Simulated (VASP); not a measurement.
# NbFe2N3 (P6/mmm) in VASP: single point with PBE

Aim: the single point of NbFe2N3 with PBE.

Program: VASP 6.6.1. These are calculated values, not measurements. Logs are shortened: lines on timing, memory, paths and dates and some standing lists are left out, and cuts for length are marked.

### 1 The cell of the first run

The structure is hexagonal, space group P6/mmm (No. 191). The conventional cell has a = 5.808 Å, b = 5.808 Å, c = 2.613 Å, α = 90.00°, β = 90.00°, γ = 120.00°. Nb (site symmetry 6/mmm) has 2 Nb at 2.61 Å and 12 N at 3.18 Å within 3.4 Å. Fe (site symmetry -6m2) has 3 N at 1.68 Å within 2.2 Å. Within 2.2 Å of N (site symmetry mmm) lie 2 Fe at 1.68 Å.

The cell was generated, and may not be a known phase.

### 2 Single point, PBE, collinear spin, ferromagnetic start

INCAR reads:

```
PREC     = Accurate       # precision mode
ENCUT    = 700            # plane-wave cutoff, eV
EDIFF    = 1E-6           # SCF threshold, eV
ISMEAR   = 0              # smearing method
SIGMA    = 0.1            # smearing width, eV
LREAL    = False          # projectors in reciprocal space
LASPH    = True           # aspherical terms in the spheres
NELM     = 200            # most SCF steps
ALGO     = Normal         # electronic algorithm
ISIF     = 2              # what is computed and relaxed
LWAVE    = False          # write WAVECAR
LCHARG   = True           # write CHGCAR
ISPIN    = 2              # spin polarisation
MAGMOM   = 0 4 4 0 0 0    # initial moments
LORBIT   = 11             # projections on sites
LMAXMIX  = 4              # l up to which the mixer works
GGA      = PE             # functional
LELF     = True           # ELF
LVHAR    = True         
NBANDS   = 43             # bands
GGA_COMPAT= False
```

KPOINTS reads:

```
Automatic mesh
0
Gamma
  6 6 6
```

POSCAR reads:

```
NbFe2N3
1.0
    5.8077702812     -0.0000000034      0.0000000000
   -2.9038851376      5.0296766046      0.0000000000
    0.0000000000      0.0000000000      2.6130503703
Nb Fe N
1 2 3
Direct
    0.0000000000      0.0000000000      0.5000000000
    0.3333333333      0.6666666667      0.0000000000
    0.6666666667      0.3333333333      0.0000000000
    0.5000000000      0.0000000000      0.0000000000
    0.0000000000      0.5000000000      0.0000000000
    0.5000000000      0.5000000000      0.0000000000
```

Potentials or basis: VASP PAW PBE potentials, release 64 (Nb_sv, Fe_sv, N).

Started as:

```
cat potpaw_PBE.64/Nb_sv/POTCAR potpaw_PBE.64/Fe_sv/POTCAR potpaw_PBE.64/N/POTCAR > POTCAR
mpirun -np 1 vasp_std > vasp.out
```

OUTCAR:

```text
PREC = Accurate
   ENCUT = 700
   EDIFF = 1E-6
   ISMEAR = 0
   LREAL = False
   LASPH = True
   NELM = 200
   ISIF = 2
   ISPIN = 2
   LORBIT = 11
   GGA = PE

 ion  position               nearest neighbor table
   1  0.000  0.000  0.500-
   2  0.333  0.667  0.000-   5 1.68   4 1.68   6 1.68
   3  0.667  0.333  0.000-   5 1.68   4 1.68   6 1.68
   4  0.500  0.000  0.000-   2 1.68   3 1.68
   5  0.000  0.500  0.000-   2 1.68   3 1.68
   6  0.500  0.500  0.000-   2 1.68   3 1.68

  LATTYP: Found a hexagonal cell.
 ALAT       =     5.8077702812
 C/A-ratio  =     0.4499231622

  Lattice vectors:

 A1 = (   5.8077702812,  -0.0000000034,   0.0000000000)
 A2 = (  -2.9038851376,   5.0296766046,   0.0000000000)
 A3 = (   0.0000000000,   0.0000000000,   2.6130503703)

Analysis of symmetry for initial positions (statically):
=====================================================================
 Subroutine PRICEL returns:
 Original cell was already a primitive cell.

 Routine SETGRP: Setting up the symmetry group for a
 hexagonal supercell.

 Subroutine GETGRP returns: Found 24 space group operations
 (whereof 24 operations were pure point group operations)
 out of a pool of 24 trial point group operations.

The static configuration has the point symmetry D_6h.

Analysis of symmetry for dynamics (positions and initial velocities):
=====================================================================
 Subroutine PRICEL returns:
 Original cell was already a primitive cell.

 Routine SETGRP: Setting up the symmetry group for a
 hexagonal supercell.

 Subroutine GETGRP returns: Found 24 space group operations
 (whereof 24 operations were pure point group operations)
 out of a pool of 24 trial point group operations.

The dynamic configuration has the point symmetry D_6h.

Analysis of structural, dynamic, and magnetic symmetry:
=====================================================================
 Subroutine PRICEL returns:
 Original cell was already a primitive cell.

 Routine SETGRP: Setting up the symmetry group for a
 hexagonal supercell.

 Subroutine GETGRP returns: Found 24 space group operations
 (whereof 24 operations were pure point group operations)
 out of a pool of 24 trial point group operations.

The overall configuration has the point symmetry D_6h.

 Subroutine INISYM returns: Found 24 space group operations
 (whereof 24 operations are pure point group operations),
 and found     1 'primitive' translations

----------------------------------------------------------------------------------------

                                     Primitive cell

  volume of cell :      76.3304

  direct lattice vectors                    reciprocal lattice vectors
     5.807770281 -0.000000003  0.000000000     0.172183119  0.099409970  0.000000000
    -2.903885138  5.029676605  0.000000000     0.000000000  0.198819940  0.000000000
     0.000000000  0.000000000  2.613050370     0.000000000  0.000000000  0.382694498

  length of vectors
     5.807770281  5.807770281  2.613050370     0.198819940  0.198819940  0.382694498

  position of ions in fractional coordinates (direct lattice)
     0.000000000  0.000000000  0.500000000
     0.333333333  0.666666667  0.000000000
     0.666666667  0.333333333  0.000000000
     0.500000000  0.000000000  0.000000000
     1.000000000  0.500000000  0.000000000
     0.500000000  0.500000000  0.000000000

  ion indices of the primitive-cell ions
   primitive index   ion index
                 1           1
                 2           2
                 3           3
                 4           4
                 5           5
                 6           6

----------------------------------------------------------------------------------------

 KPOINTS: Automatic mesh

Automatic generation of k-mesh.
 Grid dimensions read from file:
 generate k-points for:    6    6    6
[... 23 lines left out ...]
  0.333333  0.000000  0.000000      6.000000
  0.500000  0.000000  0.000000      3.000000
  0.166667  0.166667  0.000000      6.000000
  0.333333  0.166667  0.000000     12.000000
[... 16 lines left out ...]
  0.166667 -0.000000  0.500000      6.000000
  0.333333  0.000000  0.500000      6.000000
 [... further k-points ...]
   k-points           NKPTS =     28   k-points in BZ     NKDIM =     28   number of bands    NBANDS=     43
   number of dos      NEDOS =    301   number of ions     NIONS =      6
   total plane-waves  NPLWV =  60000
   dimension x,y,z NGX =    50 NGY =   50 NGZ =   24
   dimension x,y,z NGXF=   100 NGYF=  100 NGZF=   48
   ions per type =               1   2   3
   NGX,Y,Z   is equivalent  to a cutoff of  14.31, 14.31, 15.27 a.u.
   NGXF,Y,Z  is equivalent  to a cutoff of  28.62, 28.62, 30.54 a.u.
 SYSTEM =  unknown system
   PREC   = accura    normal or accurate (medium, high low for compatibility)
   ISTART =      0    job   : 0-new  1-cont  2-samecut
   ICHARG =      2    charge: 1-file 2-atom 10-const
   ISPIN  =      2    spin polarized calculation?
   LNONCOLLINEAR =      F non collinear calculations
   LSORBIT =      F    spin-orbit coupling
   LASPH  =      T    aspherical Exc in radial PAW
   ENCUT  =  700.0 eV  51.45 Ry    7.17 a.u.  12.53 12.53  5.64*2*pi/ulx,y,z
   NELM   =    200;   NELMIN=  2; NELMDL= -5     # of ELM steps
   EDIFF  = 0.1E-05   stopping-criterion for ELM
   LREAL  =      F    real-space projection
   EDIFFG = 0.1E-04   stopping-criterion for IOM
   NSW    =      0    number of steps for IOM
   IBRION =     -1    ionic relax: 0-MD 1-quasi-New 2-CG
   NFREE  =      0    steps in history (QN), initial steepest desc. (CG)
   ISIF   =      2    stress and relaxation
   ISYM   =      2    0-nonsym 1-usesym 2-fastsym
   POTIM  = 0.5000    time-step for ionic-motion
   TEBEG  =    0.0;   TEEND  =   0.0 temperature during run
   PSTRESS=    0.0 pullay stress
   NELECT =      60.0000    total number of electrons
   NUPDOWN=      -1.0000    fix difference up-down
   EMIN   =  10.00;   EMAX   =-10.00  energy-range for DOS
   EFERMI =   0.00;   METHOD = LEGACY
   ISMEAR =     0;   SIGMA  =   0.10  broadening in eV -4-tet -1-fermi 0-gaus
   EFERMI_NEDOS =   21; number of points for ismear=-14 and -15
   IALGO  =     38    algorithm
   IMIX   =      4    mixing-type and parameters
     AMIX     =   0.40;   BMIX     =  1.00
     AMIX_MAG =   1.60;   BMIX_MAG =  1.00
  volume/ion in A,a.u.               =      12.72        85.85
  Fermi-wavevector in a.u.,A,eV,Ry     =   1.510867  2.855124 31.058267  2.282718
  Thomas-Fermi vector in A             =   2.621000
   LORBIT       =     11    0 simple, 1 ext, 2 COOP (PROOUT), +10 PAW based schemes
   GGA     = PE    functional components
   LHFCALC =     F    Hartree Fock is set to
   AEXX    =    0.0000 exact exchange contribution
   IVDW    =     0    specifies the selected vdW correction
   LEPSILON=     F    determine dielectric tensor
   LRPA    =     F    only Hartree local field effects (RPA)
 spin polarized calculation
 Gauss-broadening in eV      SIGMA  =   0.10
  energy-cutoff  :      700.00
  volume of cell :       76.33
 maximum number of plane-waves:      3245
   NGX = 25   NGY = 25   NGZ = 11

 number of electron      60.0000025 magnetization      -0.0008326

 number of electron      60.0000025 magnetization       0.0000494

 Free energy of the ion-electron system (eV)
  ---------------------------------------------------
  ext. energy  EPLUGINS =         0.00000000
  ---------------------------------------------------
  free energy    TOTEN  =       -46.71725320 eV

  energy without entropy =      -46.69572765  energy(sigma->0) =      -46.70649042

 E-fermi :   7.9523     XC(G=0): -11.4681

 val. band max:        7.9066549271   @ k =   0.3333   0.0000   0.1667
 cond. band min:       7.9560714760   @ k =   0.3333   0.0000   0.0000
 fundamental gap:      0.0494165489
 Fermi energy:         7.9523298021

 spin component 1

 k-point     1 :       0.0000    0.0000    0.0000
  band No.  band energies     occupation
      1     -80.1594      1.00000
      2     -80.1582      1.00000
      3     -48.0679      1.00000
      4     -46.5498      1.00000
      5     -46.5498      1.00000
      6     -46.5424      1.00000
[... 1069 lines left out ...]
     41      13.6783      0.00000
     42      15.0788      0.00000

 [... further k-points ...]

 spin component 2

 k-point     1 :       0.0000    0.0000    0.0000
  band No.  band energies     occupation
      1     -80.1579      1.00000
      2     -80.1567      1.00000
      3     -48.0694      1.00000
      4     -46.5483      1.00000
      5     -46.5483      1.00000
      6     -46.5410      1.00000
[... 1069 lines left out ...]
     41      13.6778      0.00000
     42      15.0772      0.00000

 [... further k-points ...]

 [bands above 42 left out]

------------------------ aborting loop because EDIFF is reached ----------------------------------------

  FORCE on cell =-STRESS in cart. coord.  units (eV):
  Direction    XX          YY          ZZ          XY          YZ          ZX
  --------------------------------------------------------------------------------------
  -------------------------------------------------------------------------------------
  Total       -0.3353237     -0.3353237     -0.2892981     -0.0000000      0.0000000     -0.0000000
  in kB       -7.0384579     -7.0384579     -6.0723803     -0.0000000      0.0000000     -0.0000000
  external PRESSURE =      -6.7164320 kB  Pullay stress =       0.0000000 kB

 VOLUME and BASIS-vectors are now :
 -----------------------------------------------------------------------------
  energy-cutoff  :      700.00
  volume of cell :       76.33
      direct lattice vectors                 reciprocal lattice vectors
     5.807770281 -0.000000003  0.000000000     0.172183119  0.099409970  0.000000000
    -2.903885138  5.029676605  0.000000000     0.000000000  0.198819940  0.000000000
     0.000000000  0.000000000  2.613050370     0.000000000  0.000000000  0.382694498

 POSITION                                       TOTAL-FORCE (eV/Angst)
 -----------------------------------------------------------------------------------
      0.00000      0.00000      1.30653        -0.000000     -0.000000     -0.000000
      0.00000      3.35312      0.00000         0.000000      0.000000      0.000000
      2.90389      1.67656      0.00000        -0.000000     -0.000000     -0.000000
      2.90389     -0.00000      0.00000        -0.000000     -0.000000     -0.000000
     -1.45194      2.51484      0.00000        -0.000000     -0.000000     -0.000000
      1.45194      2.51484      0.00000        -0.000000     -0.000000     -0.000000
 -----------------------------------------------------------------------------------
    total drift:                                0.000000     -0.000000     -0.000000

  FREE ENERGIE OF THE ION-ELECTRON SYSTEM (eV)
  ---------------------------------------------------
  free  energy   TOTEN  =       -46.7172531963 eV

  energy  without entropy=      -46.6957276511  energy(sigma->0) =      -46.70649042

 total charge

# of ion       s       p       d       tot
------------------------------------------
    1        2.107   5.908   2.581  10.596
    2        2.231   6.105   5.579  13.915
    3        2.231   6.105   5.579  13.915
    4        1.311   2.334   0.000   3.646
    5        1.311   2.334   0.000   3.646
    6        1.311   2.334   0.000   3.646
--------------------------------------------------
tot         10.504  25.122  13.738  49.365

 magnetization (x)

# of ion       s       p       d       tot
------------------------------------------
    1       -0.000  -0.000  -0.002  -0.002
    2        0.000   0.000   0.001   0.001
    3        0.000   0.000   0.001   0.001
    4        0.000   0.000   0.000   0.000
    5        0.000   0.000   0.000   0.000
    6        0.000   0.000   0.000   0.000
--------------------------------------------------
tot         -0.000   0.000   0.000   0.000
```

It took 8.6 min on 1 thread of AMD EPYC 7R43 (Zen 3), shared host; peak memory 0.38 GiB.

What came out:

| Property | Result |
| --- | --- |
| Free energy | -46.7173 eV |
| Pressure | -0.7 GPa |
| Band gap on the k mesh | zero (filled and empty bands overlap) |
| Net moment | 0.00 μB per cell |
| Valence electrons inside the program's atomic spheres | Nb 10.60; Fe 13.91; N 3.65 |

Levels at points of the mesh, in eV from the Fermi level:
Spin up:
```
           k point  band 28  band 29  band 30  band 31  band 32  band 33
(0.00, 0.00, 0.00)    -2.18    -1.22    -1.22    -0.62     0.03     0.13
(0.50, 0.00, 0.00)    -1.20    -0.46    -0.32     0.67     0.71     0.77
(0.00, 0.00, 0.50)    -1.39    -0.73    -0.73     0.39     0.39     0.42
(0.50, 0.00, 0.50)    -1.27    -1.21    -0.20     0.44     0.71     0.88
```
Spin down:
```tsv
k point	band 26	band 27	band 28	band 29	band 30	band 31	band 32	band 33	band 34	band 35
(0.00, 0.00, 0.00)	-2.44	-2.44	-2.18	-1.22	-1.22	-0.62	0.03	0.13	0.13	2.28
(0.50, 0.00, 0.00)	-2.72	-2.25	-1.20	-0.46	-0.32	0.67	0.71	0.77	1.02	1.55
(0.00, 0.00, 0.50)	-1.41	-1.39	-1.39	-0.73	-0.73	0.39	0.39	0.42	1.04	1.04
(0.50, 0.00, 0.50)	-2.13	-1.72	-1.27	-1.21	-0.20	0.44	0.71	0.88	0.95	1.33
```

Caveat: the k points lie up to 0.40 Å⁻¹ apart, too coarse for converged energies and pressures of a metal; the moments typed at the start vanished in this run. With open d or f shells a metallic result of PBE can be an artefact of self-interaction; +U or a hybrid may open a gap.

The gap in the log of VASP goes by the Fermi energy; the results here count the filled bands.